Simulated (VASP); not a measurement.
Wanted: the native input for a VASP 6.6.1 run.

* Task: dielectric tensor
* Functional: r2SCAN
* Potentials or basis: VASP PAW PBE potentials, release 64 (Si)
* Cutoff: 520 eV
* k mesh: 6 × 6 × 6
* Occupations: gaussian, width 0.01 eV
* Spin: no spin polarisation
* Dipole correction: no
* Further INCAR settings: ALGO = Normal; EDIFF = 1e-08

The structure of Si lies in POSCAR:

```
Si
1.0
    0.0000000000      2.7221188956      2.7221188956
    2.7221188956      0.0000000000      2.7221188956
    2.7221188956      2.7221188956      0.0000000000
Si
2
Direct
    0.0000000000      0.0000000000      0.0000000000
    0.2500000000      0.2500000000      0.2500000000
```

One way to write it, as run:

INCAR

```
SYSTEM = Si
ALGO = Normal ; EDIFF = 1E-8
ENCUT = 520 ; ISIF = 2
ISMEAR = 0 ; LASPH = .True.
LCALCEPS = .True. ; LCHARG = .False.
LMIXTAU = .True. ; LREAL = .False.
LWAVE = .False. ; METAGGA = R2SCAN
NELM = 80 ; PREC = Accurate
SIGMA = 0.01
```

KPOINTS

```
k-points
0
Gamma
  6 6 6
  0 0 0
```

Potentials or basis: VASP PAW PBE potentials, release 64 (Si).

Run with:

```sh
$ cat potpaw_PBE.64/Si/POTCAR > POTCAR
$ mpirun -np 1 vasp_std > vasp.out
```

It gave:

```json
{
 "Band gap on the k mesh": "0.93 eV (least direct gap 2.75 eV)",
 "Electronic dielectric tensor (diagonal)": "11.22",
 "Born charges (mean of the diagonal)": "Si +0.00 e"
}
```

It took 18 min on 1 thread of Intel(R) Xeon(R) Platinum 8124M CPU @ 3.00GHz (Skylake/Cascade Lake), on a shared host, peak memory 0.24 GiB.
